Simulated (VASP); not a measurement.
# CoO (C2/m) in VASP: further runs, part 2 of 2

VASP 6.6.1. Earlier steps stand in the parts before.

### Step 4. Single point, revPBE+D3(BJ)+U, collinear spin, ferromagnetic start (9.70 Å³/atom)

Input file INCAR:

```
ALGO = Normal
EDIFF = 1E-6
ENCUT = 520
GGA = RE
ISIF = 2
ISMEAR = 0
ISPIN = 2
IVDW = 12
LASPH = T
LCHARG = F
LDAU = T
LDAUJ = 0 0
LDAUL = 2 -1
LDAUPRINT = 1
LDAUTYPE = 2
LDAUU = 3.3 0
LMAXMIX = 4
LORBIT = 11
LREAL = F
LWAVE = F
MAGMOM = 2.87 0.25
NBANDS = 18
NELM = 150
PREC = Accurate
SIGMA = 0.05
```

Input file KPOINTS:

```
k-points
0
Gamma
  10 10 10
```

Input file POSCAR:

```
CoO
1.0
   -1.5157058974      1.5159105130      2.1424411874
    1.4858557373     -1.5159105130      2.1211045484
    1.5157058974      1.5159105130     -2.1424411874
Co O
1 1
Direct
    0.0000000000      0.0000000000      0.0000000000
    0.5000000000      0.5000000000      0.0000000000
```

Potentials or basis: VASP PAW PBE potentials, release 64 (Co, O).

The run is started by

```
cat potpaw_PBE.64/Co/POTCAR potpaw_PBE.64/O/POTCAR > POTCAR
mpirun -np 1 vasp_std > vasp.out
```

OUTCAR:

```text
EDIFF = 1E-6
   ENCUT = 520
   GGA = RE
   ISIF = 2
   ISMEAR = 0
   ISPIN = 2
   IVDW = 12
   LASPH = T
   LORBIT = 11
   LREAL = F
   NELM = 150
   PREC = Accurate
 IVDW          = 12

 ion  position               nearest neighbor table
   1  0.000  0.000  0.000-   2 2.13   2 2.13   2 2.13   2 2.13   2 2.13   2 2.13
   2  0.500  0.500  0.000-   1 2.13   1 2.13   1 2.13   1 2.13   1 2.13   1 2.13

  LATTYP: Found a base centered monoclinic cell.
 ALAT       =     5.1795180383
 B/A-ratio  =     0.5853480968
 C/A-ratio  =     0.5795206132
 COS(beta)  =    -0.5679063841
[... 1267 lines left out ...]
  external pressure =      -45.85 kB  Pullay stress =        0.00 kB

 VOLUME and BASIS-vectors are now :
 -----------------------------------------------------------------------------
  energy-cutoff  :      520.00
  volume of cell :       19.40
      direct lattice vectors                 reciprocal lattice vectors
    -1.515705897  1.515910513  2.142441187     0.001667360  0.329834773  0.234558237
     1.485855737 -1.515910513  2.121104548     0.334843851  0.000000000  0.236890890
     1.515705897  1.515910513 -2.142441187     0.333176490  0.329834773  0.002332653

 POSITION                                       TOTAL-FORCE (eV/Angst)
 -----------------------------------------------------------------------------------
      0.00000      0.00000      0.00000         0.000000      0.000000     -0.000000
     -0.01493      0.00000      2.13177        -0.000000      0.000000      0.000000
 -----------------------------------------------------------------------------------
    total drift:                               -0.000000      0.000000     -0.000000

  FREE ENERGIE OF THE ION-ELECTRON SYSTEM (eV)
  ---------------------------------------------------
  free  energy   TOTEN  =       -11.7983962943 eV

  energy  without entropy=      -11.7961610382  energy(sigma->0) =      -11.79727867

 total charge

# of ion       s       p       d       tot
------------------------------------------
    1        0.296   0.360   7.136   7.792
    2        1.557   3.454   0.000   5.010
--------------------------------------------------
tot          1.853   3.813   7.136  12.802

 magnetization (x)

# of ion       s       p       d       tot
------------------------------------------
    1        0.021   0.016   2.695   2.732
    2        0.022   0.228   0.000   0.251
--------------------------------------------------
tot          0.043   0.245   2.695   2.982
```

OSZICAR:

```text
N       E                     dE             d eps       ncg     rms          rms(c)
DAV:   1     0.828440797384E+02    0.82844E+02   -0.67574E+03 21090   0.968E+02
DAV:   2    -0.734848040558E+01   -0.90193E+02   -0.77465E+02 21520   0.223E+02
DAV:   3    -0.125307556981E+02   -0.51823E+01   -0.50931E+01 23424   0.575E+01
[... 31 lines left out ...]
DAV:  35    -0.107906324802E+02   -0.63199E-04   -0.56237E-03 22042   0.468E-01    0.266E-02
DAV:  36    -0.107906281141E+02    0.43661E-05   -0.98454E-04 25704   0.202E-01    0.152E-02
DAV:  37    -0.107906446004E+02   -0.16486E-04   -0.97415E-04 23466   0.198E-01    0.117E-02
DAV:  38    -0.107906466203E+02   -0.20199E-05   -0.32147E-04 30074   0.111E-01    0.554E-03
DAV:  39    -0.107906482595E+02   -0.16391E-05   -0.24555E-05 27270   0.295E-02    0.247E-03
DAV:  40    -0.107906487951E+02   -0.53564E-06   -0.33783E-06 14028   0.115E-02
   1 F= -.11798396E+02 E0= -.11797279E+02  d E =-.223526E-02  mag=     3.0000
```

It took 9.7 min on 1 thread of Intel Xeon 8259CL, shared host; peak memory 0.29 GiB.

Results:

| Item | Value |
| --- | --- |
| Free energy | -11.7984 eV |
| Pressure | -4.6 GPa |
| Band gap on the k mesh | zero (filled and empty bands overlap) |
| Net moment | 3.00 μB per cell |
| Site moments | Co +2.73; O +0.25 μB |
| Valence electrons inside the program's atomic spheres | Co 7.79; O 5.01 |
| Dispersion energy per atom | -0.504 eV |

Levels at points of the mesh, in eV from the Fermi level:
Spin up:
```csv
k point,band 7,band 8,band 9,band 10,band 11,band 12
"(0.00, 0.00, 0.00)",-2.76,-2.76,-2.64,1.25,17.13,17.20
"(0.50, 0.00, 0.00)",-3.06,-0.51,-0.47,5.35,9.53,13.60
"(0.00, 0.50, 0.00)",-2.55,-0.49,-0.49,5.27,9.76,13.38
"(0.50, 0.50, 0.00)",-3.88,-3.86,-3.31,6.04,10.16,11.09
"(0.50, 0.00, 0.50)",-3.06,-0.52,-0.47,5.35,9.53,13.59
"(0.50, 0.50, 0.50)",-3.88,-3.86,-3.32,6.04,10.17,11.09
```
Spin down:
```
           k point  band 4  band 5  band 6  band 7  band 8  band 9
(0.00, 0.00, 0.00)   -2.27   -2.17   -0.90   -0.89    1.55    1.55
(0.50, 0.00, 0.00)   -3.91   -1.47   -0.02    0.51    3.82    3.93
(0.00, 0.50, 0.00)   -4.20   -1.11    0.40    0.41    3.82    3.82
(0.50, 0.50, 0.00)   -3.44   -2.81   -0.56    0.25    2.13    2.38
(0.50, 0.00, 0.50)   -3.91   -1.47   -0.02    0.51    3.82    3.93
(0.50, 0.50, 0.50)   -3.44   -2.82   -0.55    0.25    2.13    2.38
```

Eigenvalues of the final occupation matrices:
| site | spin | trace | eigenvalues |
| --- | --- | --- | --- |
| site 1 d | 1 | 4.93 | 0.97 0.97 0.97 1.01 1.01 |
| site 1 d | 2 | 2.23 | 0.12 0.12 0.51 0.51 0.96 |

Caveat: the cell stands under tension; the PAW data sets were made with another functional, which shifts forces and pressure a little; a cell with one magnetic atom can't hold antiferromagnetic order, which such compounds often take.

### Step 5. The runs side by side

```csv
task,cell,cutoff (eV),gap on the mesh (eV),pressure (GPa),moment (μB)
relaxation of shape and atoms at fixed volume,"relaxed from a = 3.031, b = 3.001 Å, angles 120.3, 120.0, 90.0°, 2 atoms",600,none,-4.9,3.00
relaxation of shape and atoms at fixed volume,"relaxed from a = 3.017, b = 2.990 Å, angles 120.3, 120.0, 90.0°, 2 atoms",600,1.42,103.3,3.00
single point,"a = 3.031, b = 3.001 Å, angles 120.3, 120.0, 90.0°, 2 atoms",520,none,-4.6,3.00
```

Alike in all rows: level revPBE+D3(BJ)+U; potentials or basis VASP PAW PBE potentials, release 64 (Co, O); spin collinear, ferromagnetic start; Co d U = 3.3 eV; k mesh 10 × 10 × 10; smearing gaussian 0.05 eV.

Caveats: the PAW data sets were made with another functional, which shifts forces and pressure a little; a cell with one magnetic atom can't hold antiferromagnetic order, which such compounds often take; the electronic state changed during the relaxation (at least some runs); the cell stands under tension (at least some runs).

Absolute energies hang on the potentials; compare differences alone.
